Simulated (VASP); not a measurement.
# Mo (Im-3m) in VASP: further runs

Mo is run at these levels: revPBE, r2SCAN; tasks: single point.

Everything below comes from runs of VASP 6.6.1. Logs are shortened: lines on timing, memory, paths and dates and some standing lists are left out, and cuts for length are marked.

### 1 The cell of the first run

Symmetry: Im-3m, No. 229, cubic system. The conventional cell has a = 3.179 Å, b = 3.179 Å, c = 3.179 Å, α = 90.00°, β = 90.00°, γ = 90.00°. Within 3.6 Å of Mo (site symmetry m-3m) lie 14 Mo at 2.75 to 3.18 Å.

### 2 Single point, revPBE

File INCAR:

```
SYSTEM = Mo
  PREC = Accurate
  ENCUT = 520
  EDIFF = 1E-6
  ISMEAR = -1
  SIGMA = 0.0238
  LREAL = .False.
  LASPH = .True.
  NELM = 60
  ALGO = Normal
  ISIF = 2
  LWAVE = .False.
  LCHARG = .False.
  GGA = RE
  NBANDS = 13
```

File KPOINTS:

```
Automatic mesh
0
Gamma
  8 8 8
  0 0 0
```

File POSCAR:

```
Mo
1.0
   -1.5893272400      1.5893272400      1.5893272400
    1.5893272400     -1.5893272400      1.5893272400
    1.5893272400      1.5893272400     -1.5893272400
Mo
1
Direct
    0.0000000000      0.0000000000      0.0000000000
```

Potentials or basis: VASP PAW PBE potentials, release 64 (Mo_sv).

Run with:

```sh
$ cat potpaw_PBE.64/Mo_sv/POTCAR > POTCAR
$ mpirun -np 1 vasp_std > vasp.out
```

OUTCAR:

```text
SYSTEM = Mo
   PREC = Accurate
   ENCUT = 520
   EDIFF = 1E-6
   ISMEAR = -1
   LREAL = .False.
   LASPH = .True.
   NELM = 60
   ISIF = 2
   GGA = RE

 ion  position               nearest neighbor table
   1  0.000  0.000  0.000-

  LATTYP: Found a body centered cubic cell.
 ALAT       =     3.1786544800

  Lattice vectors:

 A1 = (  -1.5893272400,   1.5893272400,   1.5893272400)
 A2 = (   1.5893272400,  -1.5893272400,   1.5893272400)
 A3 = (   1.5893272400,   1.5893272400,  -1.5893272400)

Analysis of symmetry for initial positions (statically):
=====================================================================
 Subroutine PRICEL returns:
 Original cell was already a primitive cell.

 Routine SETGRP: Setting up the symmetry group for a
 body centered cubic supercell.

 Subroutine GETGRP returns: Found 48 space group operations
 (whereof 48 operations were pure point group operations)
 out of a pool of 48 trial point group operations.

The static configuration has the point symmetry O_h .

Analysis of symmetry for dynamics (positions and initial velocities):
=====================================================================
 Subroutine PRICEL returns:
 Original cell was already a primitive cell.

 Routine SETGRP: Setting up the symmetry group for a
 body centered cubic supercell.

 Subroutine GETGRP returns: Found 48 space group operations
 (whereof 48 operations were pure point group operations)
 out of a pool of 48 trial point group operations.

The dynamic configuration has the point symmetry O_h .

 Subroutine INISYM returns: Found 48 space group operations
 (whereof 48 operations are pure point group operations),
 and found     1 'primitive' translations

----------------------------------------------------------------------------------------

                                     Primitive cell

  volume of cell :      16.0583

  direct lattice vectors                    reciprocal lattice vectors
    -1.589327240  1.589327240  1.589327240     0.000000000  0.314598522  0.314598522
     1.589327240 -1.589327240  1.589327240     0.314598522  0.000000000  0.314598522
     1.589327240  1.589327240 -1.589327240     0.314598522  0.314598522  0.000000000

  length of vectors
     2.752795530  2.752795530  2.752795530     0.444909496  0.444909496  0.444909496

  position of ions in fractional coordinates (direct lattice)
     0.000000000  0.000000000  0.000000000

  ion indices of the primitive-cell ions
   primitive index   ion index
                 1           1

----------------------------------------------------------------------------------------

 KPOINTS: Automatic mesh

Automatic generation of k-mesh.
 Grid dimensions read from file:
 generate k-points for:    8    8    8

 Generating k-lattice:

  Cartesian coordinates                     Fractional coordinates (reciprocal lattice)
     0.000000000  0.039324815  0.039324815     0.125000000  0.000000000  0.000000000
     0.039324815  0.000000000  0.039324815     0.000000000  0.125000000  0.000000000
     0.039324815  0.039324815  0.000000000     0.000000000  0.000000000  0.125000000

  Length of vectors
     0.055613687  0.055613687  0.055613687

  Shift w.r.t. Gamma in fractional coordinates (k-lattice)
     0.000000000  0.000000000  0.000000000

 Subroutine IBZKPT returns following result:
 ===========================================

 Found     29 irreducible k-points:

 Following reciprocal coordinates:
            Coordinates               Weight
  0.000000  0.000000  0.000000      1.000000
  0.125000  0.000000  0.000000     12.000000
  0.250000  0.000000  0.000000     12.000000
  0.375000  0.000000  0.000000     12.000000
  0.500000  0.000000  0.000000      6.000000
  0.125000  0.125000  0.000000     24.000000
[... 16 lines left out ...]
 -0.250000  0.250000  0.250000      6.000000
 -0.375000  0.375000  0.250000     24.000000
 [... further k-points ...]
   k-points           NKPTS =     29   k-points in BZ     NKDIM =     29   number of bands    NBANDS=     13
   number of dos      NEDOS =    301   number of ions     NIONS =      1
   total plane-waves  NPLWV =   8000
   dimension x,y,z NGX =    20 NGY =   20 NGZ =   20
   dimension x,y,z NGXF=    40 NGYF=   40 NGZF=   40
   ions per type =               1
   NGX,Y,Z   is equivalent  to a cutoff of  12.08, 12.08, 12.08 a.u.
   NGXF,Y,Z  is equivalent  to a cutoff of  24.16, 24.16, 24.16 a.u.
 SYSTEM =  Mo
   PREC   = accura    normal or accurate (medium, high low for compatibility)
   ISTART =      0    job   : 0-new  1-cont  2-samecut
   ICHARG =      2    charge: 1-file 2-atom 10-const
   ISPIN  =      1    spin polarized calculation?
   LNONCOLLINEAR =      F non collinear calculations
   LSORBIT =      F    spin-orbit coupling
   LASPH  =      T    aspherical Exc in radial PAW
   ENCUT  =  520.0 eV  38.22 Ry    6.18 a.u.   5.12  5.12  5.12*2*pi/ulx,y,z
   NELM   =     60;   NELMIN=  2; NELMDL= -5     # of ELM steps
   EDIFF  = 0.1E-05   stopping-criterion for ELM
   LREAL  =      F    real-space projection
   EDIFFG = 0.1E-04   stopping-criterion for IOM
   NSW    =      0    number of steps for IOM
   IBRION =     -1    ionic relax: 0-MD 1-quasi-New 2-CG
   NFREE  =      0    steps in history (QN), initial steepest desc. (CG)
   ISIF   =      2    stress and relaxation
   ISYM   =      2    0-nonsym 1-usesym 2-fastsym
   POTIM  = 0.5000    time-step for ionic-motion
   TEBEG  =    0.0;   TEEND  =   0.0 temperature during run
   PSTRESS=    0.0 pullay stress
   NELECT =      14.0000    total number of electrons
   NUPDOWN=      -1.0000    fix difference up-down
   EMIN   =  10.00;   EMAX   =-10.00  energy-range for DOS
   EFERMI =   0.00;   METHOD = LEGACY
   ISMEAR =    -1;   SIGMA  =   0.02  broadening in eV -4-tet -1-fermi 0-gaus
   EFERMI_NEDOS =   21; number of points for ismear=-14 and -15
   IALGO  =     38    algorithm
   IMIX   =      4    mixing-type and parameters
     AMIX     =   0.40;   BMIX     =  1.00
     AMIX_MAG =   1.60;   BMIX_MAG =  1.00
  volume/ion in A,a.u.               =      16.06       108.37
  Fermi-wavevector in a.u.,A,eV,Ry     =   1.563931  2.955401 33.278209  2.445879
  Thomas-Fermi vector in A             =   2.666629
   LORBIT       =      0    0 simple, 1 ext, 2 COOP (PROOUT), +10 PAW based schemes
   GGA     = RE    functional components
   LHFCALC =     F    Hartree Fock is set to
   AEXX    =    0.0000 exact exchange contribution
   IVDW    =     0    specifies the selected vdW correction
   LEPSILON=     F    determine dielectric tensor
   LRPA    =     F    only Hartree local field effects (RPA)
 non-spin polarized calculation
  energy-cutoff  :      520.00
  volume of cell :       16.06
 maximum number of plane-waves:       456
   NGX = 11   NGY = 11   NGZ = 11

 number of electron      14.0000006 magnetization

 Free energy of the ion-electron system (eV)
  ---------------------------------------------------
  ext. energy  EPLUGINS =         0.00000000
  ---------------------------------------------------
  free energy    TOTEN  =       -10.46242562 eV

  energy without entropy =      -10.46060255  energy(sigma->0) =      -10.46151408

 E-fermi :  12.0944     XC(G=0): -13.1930

 val. band max:       11.9507625153   @ k =   0.3750   0.1250   0.0000
 cond. band min:      12.0959845866   @ k =  -0.2500   0.2500   0.1250
 fundamental gap:      0.1452220713
 Fermi energy:        12.0943924073

 k-point     1 :       0.0000    0.0000    0.0000
  band No.  band energies     occupation
      1     -49.0868      2.00000
      2     -22.4122      2.00000
      3     -22.4122      2.00000
      4     -22.4122      2.00000
      5       5.0832      2.00000
      6      10.8960      2.00000
      7      10.8960      2.00000
      8      10.8960      2.00000
      9      13.8278      0.00000
     10      13.8278      0.00000
     11      26.9997      0.00000
     12      26.9997      0.00000
     13      26.9997      0.00000

 k-point     2 :       0.1250    0.0000    0.0000
  band No.  band energies     occupation
      1     -49.0527      2.00000
      2     -22.6110      2.00000
      3     -22.4741      2.00000
      4     -22.4135      2.00000
      5       5.7243      2.00000
      6      10.5475      2.00000
      7      10.8099      2.00000
      8      11.5125      2.00000
      9      13.4146      0.00000
     10      13.8461      0.00000
     11      27.3868      0.00000
     12      28.0485      0.00000
     13      28.0979      0.00000

 k-point     3 :       0.2500    0.0000    0.0000
  band No.  band energies     occupation
      1     -48.9695      2.00000
      2     -23.0744      2.00000
      3     -22.6211      2.00000
      4     -22.4169      2.00000
      5       7.0280      2.00000
      6       9.8083      2.00000
      7      10.6889      2.00000
      8      13.2220      0.00000
      9      13.3138      0.00000
     10      13.9816      0.00000
     11      26.9050      0.00000
     12      28.0808      0.00000
     13      31.0071      0.00000

 k-point     4 :       0.3750    0.0000    0.0000
  band No.  band energies     occupation
      1     -48.8851      2.00000
      2     -23.5170      2.00000
      3     -22.7645      2.00000
      4     -22.4204      2.00000
      5       7.2506      2.00000
      6       9.1742      2.00000
      7      12.1687      0.08449
      8      13.7814      0.00000
      9      14.2688      0.00000
     10      15.4786      0.00000
     11      25.0107      0.00000
     12      25.2179      0.00000
     13      31.3593      0.00000

 k-point     5 :       0.5000    0.0000    0.0000
  band No.  band energies     occupation
      1     -48.8497      2.00000
      2     -23.6951      2.00000
      3     -22.8229      2.00000
      4     -22.4219      2.00000
      5       7.0549      2.00000
      6       8.9346      2.00000
      7      13.7417      0.00000
      8      13.8390      0.00000
      9      14.4464      0.00000
     10      16.7518      0.00000
     11      23.4557      0.00000
     12      24.1190      0.00000
     13      29.2587      0.00000
[... 257 lines left out ...]
 k-point    22 :       0.2500    0.2500    0.2500
  band No.  band energies     occupation
      1     -48.8317      2.00000
      2     -23.0603      2.00000
      3     -23.0603      2.00000
      4     -23.0603      2.00000
      5       9.6507      2.00000
      6       9.6507      2.00000
      7       9.6507      2.00000
      8      14.5637      0.00000
      9      14.5637      0.00000
     10      21.5741      0.00000
     11      23.4697      0.00000
     12      23.4697      0.00000
     13      23.4697      0.00000

 k-point    23 :      -0.2500    0.2500    0.2500
  band No.  band energies     occupation
      1     -48.8690      2.00000
      2     -23.0983      2.00000
      3     -22.8479      2.00000
      4     -22.8479      2.00000
      5       8.5176      2.00000
      6       9.6696      2.00000
      7      11.6092      2.00000
      8      11.6092      2.00000
      9      13.0523      0.00000
     10      15.5077      0.00000
     11      27.2545      0.00000
     12      30.1362      0.00000
     13      30.4179      0.00000

 k-point    24 :      -0.3750    0.3750    0.2500
  band No.  band energies     occupation
      1     -48.7968      2.00000
      2     -23.3654      2.00000
      3     -23.0031      2.00000
      4     -22.8854      2.00000
      5       8.4143      2.00000
      6       8.9509      2.00000
      7      11.6057      2.00000
      8      12.4130      0.00000
      9      14.9840      0.00000
     10      17.0367      0.00000
     11      25.6817      0.00000
     12      27.6773      0.00000
     13      28.8019      0.00000

 [... further k-points ...]

------------------------ aborting loop because EDIFF is reached ----------------------------------------

  FORCE on cell =-STRESS in cart. coord.  units (eV):
  Direction    XX          YY          ZZ          XY          YZ          ZX
  --------------------------------------------------------------------------------------
  -------------------------------------------------------------------------------------
  Total       -0.0759180     -0.0759180     -0.0759180      0.0000000     -0.0000000      0.0000000
  in kB       -7.5745255     -7.5745255     -7.5745255      0.0000000     -0.0000000      0.0000000
  external PRESSURE =      -7.5745255 kB  Pullay stress =       0.0000000 kB

 VOLUME and BASIS-vectors are now :
 -----------------------------------------------------------------------------
  energy-cutoff  :      520.00
  volume of cell :       16.06
      direct lattice vectors                 reciprocal lattice vectors
    -1.589327240  1.589327240  1.589327240     0.000000000  0.314598522  0.314598522
     1.589327240 -1.589327240  1.589327240     0.314598522  0.000000000  0.314598522
     1.589327240  1.589327240 -1.589327240     0.314598522  0.314598522  0.000000000

 POSITION                                       TOTAL-FORCE (eV/Angst)
 -----------------------------------------------------------------------------------
      0.00000      0.00000      0.00000         0.000000     -0.000000     -0.000000
 -----------------------------------------------------------------------------------
    total drift:                                0.000000     -0.000000      0.000000

  FREE ENERGIE OF THE ION-ELECTRON SYSTEM (eV)
  ---------------------------------------------------
  free  energy   TOTEN  =       -10.4624256199 eV

  energy  without entropy=      -10.4606025475  energy(sigma->0) =      -10.46151408
```

Wall time 8 s (1 thread of Intel Xeon Platinum 8259CL at 2.50GHz (Skylake/Cascade Lake), shared host); peak memory 0.12 GiB.

What came out:

```yaml
Free_energy: -10.4624 eV
Pressure: -0.8 GPa
Band_gap_on_the_k_mesh: zero (band 7 reaches 16.03 eV, above the bottom of band 8 at 10.90 eV)
```

Caveat: the PAW data sets were made with another functional, which shifts forces and pressure a little.

### 3 Single point, r2SCAN

POSCAR is that of step 2.

File INCAR.step1:

```
SYSTEM = Mo
ALGO = Normal
EDIFF = 1E-4
ENCUT = 520
GGA = PE
ISMEAR = -1
LASPH = .TRUE.
LCHARG = .FALSE.
LREAL = .FALSE.
LWAVE = .TRUE.
NBANDS = 13
NELM = 100
PREC = Accurate
SIGMA = 0.0238
```

File INCAR.step2:

```
SYSTEM = Mo
ALGO = Normal
EDIFF = 1E-7
ENCUT = 520
ISIF = 2
ISMEAR = -1
ISTART = 1
LASPH = .TRUE.
LCHARG = .TRUE.
LELF = .TRUE.
LMIXTAU = .TRUE.
LREAL = .FALSE.
LVHAR = .TRUE.
LWAVE = .FALSE.
METAGGA = R2SCAN
NBANDS = 13
NELM = 100
PREC = Accurate
SIGMA = 0.0238
```

File KPOINTS:

```
k-points
0
G
  8 8 8
  0 0 0
```

Potentials or basis: VASP PAW PBE potentials, release 64 (Mo_sv).

Run with:

```sh
$ cat potpaw_PBE.64/Mo_sv/POTCAR > POTCAR
$ cp INCAR.step1 INCAR
$ mpirun -np 1 vasp_std > vasp.out
$ cp INCAR.step2 INCAR
$ mpirun -np 1 vasp_std > vasp.out
```

Run time: 31 s. Hardware: 1 thread of Intel Xeon Platinum 8259CL at 2.50GHz (Skylake/Cascade Lake), shared host; peak memory 0.13 GiB.

Results (log left out):

* Free energy: -26.0546 eV
* Pressure: -4.6 GPa
* Band gap on the k mesh: zero (band 7 reaches 16.08 eV, above the bottom of band 8 at 10.73 eV)

Levels at points of the mesh, in eV from the Fermi level:
| k point | band 3 | band 4 | band 5 | band 6 | band 7 | band 8 | band 9 | band 10 | band 11 | band 12 |
| --- | --- | --- | --- | --- | --- | --- | --- | --- | --- | --- |
| (0.00, 0.00, 0.00) | -35.68 | -35.68 | -7.47 | -1.28 | -1.28 | -1.28 | 1.96 | 1.96 | 15.56 | 15.56 |
| (0.50, 0.00, 0.00) | -36.12 | -35.70 | -5.33 | -3.36 | 1.57 | 1.91 | 2.59 | 4.82 | 11.91 | 12.56 |
| (0.50, 0.50, 0.50) | -36.64 | -36.64 | -5.33 | -5.33 | 4.07 | 4.07 | 4.07 | 9.36 | 9.36 | 9.36 |

Caveat: the PAW data sets were made with another functional, which shifts forces and pressure a little.

### 4 Single point, r2SCAN, collinear spin, ferromagnetic start

POSCAR is that of step 3.

File INCAR.step1:

```
PREC = Accurate ; ENCUT = 520
ISMEAR = -1 ; SIGMA = 0.0238
LREAL = False ; LASPH = True
NELM = 150 ; ISPIN = 2
MAGMOM = 0.2 ; LMAXMIX = 4
NBANDS = 17 ; GGA = PE
ALGO = Normal ; EDIFF = 1E-4
LWAVE = True ; LCHARG = False
```

File INCAR.step2:

```
PREC = Accurate ; ENCUT = 520
EDIFF = 1E-7 ; ISMEAR = -1
SIGMA = 0.0238 ; LREAL = False
LASPH = True ; NELM = 150
ALGO = Normal ; ISIF = 2
LWAVE = False ; LCHARG = True
ISPIN = 2 ; MAGMOM = 0.2
LORBIT = 11 ; LMAXMIX = 4
METAGGA = R2SCAN ; LMIXTAU = True
LELF = True ; LVHAR = True
NBANDS = 17 ; ISTART = 1
```

File KPOINTS:

```
regular mesh
0
Gamma
  8 8 8
```

Run with:

```sh
$ cat potpaw_PBE.64/Mo_sv/POTCAR > POTCAR
$ cp INCAR.step1 INCAR
$ mpirun -np 1 vasp_std > vasp.out
$ cp INCAR.step2 INCAR
$ mpirun -np 1 vasp_std > vasp.out
```

It took 66 s on 1 thread of Intel Xeon Platinum 8259CL at 2.50GHz (Skylake/Cascade Lake), shared host; peak memory 0.14 GiB.

Results (log left out):

- Free energy: -26.0546 eV
- Pressure: -4.6 GPa
- Band gap on the k mesh: zero (filled and empty bands overlap)
- Net moment: 0.00 μB per cell
- Valence electrons inside the program's atomic spheres: Mo 12.39

Levels at points of the mesh, in eV from the Fermi level:
Spin up:
```tsv
k point	band 4	band 5	band 6	band 7	band 8	band 9	band 10	band 11
(0.00, 0.00, 0.00)	-35.68	-7.47	-1.28	-1.28	-1.28	1.96	1.96	15.56
(0.50, 0.00, 0.00)	-35.70	-5.33	-3.36	1.57	1.91	2.59	4.82	11.91
(0.50, 0.50, 0.50)	-36.64	-5.33	-5.33	4.07	4.07	4.07	9.36	9.36
```
Spin down:
```
           k point  band 5  band 6  band 7  band 8  band 9  band 10
(0.00, 0.00, 0.00)   -7.47   -1.28   -1.28   -1.28    1.96     1.96
(0.50, 0.00, 0.00)   -5.33   -3.36    1.57    1.91    2.59     4.82
(0.50, 0.50, 0.50)   -5.33   -5.33    4.07    4.07    4.07     9.36
```

Caveat: the PAW data sets were made with another functional, which shifts forces and pressure a little.

### 5 Overview

```csv
level,spin,gap on the mesh (eV),pressure (GPa)
revPBE,off,none,-0.8
r2SCAN,off,none,-4.6
r2SCAN,"collinear, ferromagnetic start",none,-4.6
```

Alike in all rows: task single point; potentials or basis VASP PAW PBE potentials, release 64 (Mo_sv); cell as given; k mesh 8 × 8 × 8; cutoff (eV) 520; smearing fermi-dirac 0.0238 eV.

Every run on the cell as given and a fine mesh finds a metal. The pressure there spans -4.6 GPa (r2SCAN) to -0.8 GPa (revPBE); a positive pressure means that this level wants a larger cell, a negative one a smaller.

Caveats: the PAW data sets were made with another functional, which shifts forces and pressure a little.

Absolute energies hang on the potentials; compare differences alone.
